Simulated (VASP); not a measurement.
Wanted: the native input for a VASP 6.6.1 run.

```
Task                   : single point
Functional             : PBE
Potentials or basis    : VASP PAW PBE potentials, release 64 (Y_sv, Mo_sv, C)
Cutoff                 : 520 eV
k mesh                 : 6 × 6 × 6
Occupations            : gaussian, width 0.1 eV
Spin                   : no spin polarisation
Dipole correction      : no
Further INCAR settings : ALGO = Normal; EDIFF = 1e-06; NBANDS = 35
```

The structure of Y2Mo2C lies in POSCAR:

```
Y2Mo2C
1.0
   -2.2338276079      2.2338276079      6.0824284205
    2.2338276079     -2.2338276079      6.0824284205
    2.2338276079      2.2338276079     -6.0824284205
Y Mo C
2 2 1
Direct
    0.2500000000      0.7500000000      0.5000000000
    0.7500000000      0.2500000000      0.5000000000
    0.5842306694      0.5842306694      0.0000000000
    0.4157693306      0.4157693306      0.0000000000
    0.0000000000      0.0000000000      0.0000000000
```

One way to write it, as run:

INCAR

```
  PREC = Accurate
  ENCUT = 520
  EDIFF = 1E-6
  ISMEAR = 0
  SIGMA = 0.1
  LREAL = False
  LASPH = True
  NELM = 60
  ALGO = Normal
  ISIF = 2
  LWAVE = False
  LCHARG = False
  GGA = PE
  NBANDS = 35
```

KPOINTS

```
regular mesh
0
Gamma
  6 6 6
```

Potentials or basis: VASP PAW PBE potentials, release 64 (Y_sv, Mo_sv, C).

Launch:

```bash
$ cat potpaw_PBE.64/Y_sv/POTCAR potpaw_PBE.64/Mo_sv/POTCAR potpaw_PBE.64/C/POTCAR > POTCAR
$ mpirun -np 1 vasp_std > vasp.out
```

It gave:

- Pressure: 0.3 GPa
- Largest force: 0.559 eV/Å
- Band gap on the k mesh: zero (bands 27 and 28 overlap by 0.66 eV)

Caveat: atoms lie so close that the PAW spheres overlap strongly, which falsifies energies and pressures.

Wall time 6.8 min on 1 thread of Intel(R) Xeon(R) Platinum 8259CL CPU @ 2.50GHz (Skylake/Cascade Lake), on a shared host, peak memory 0.49 GiB.
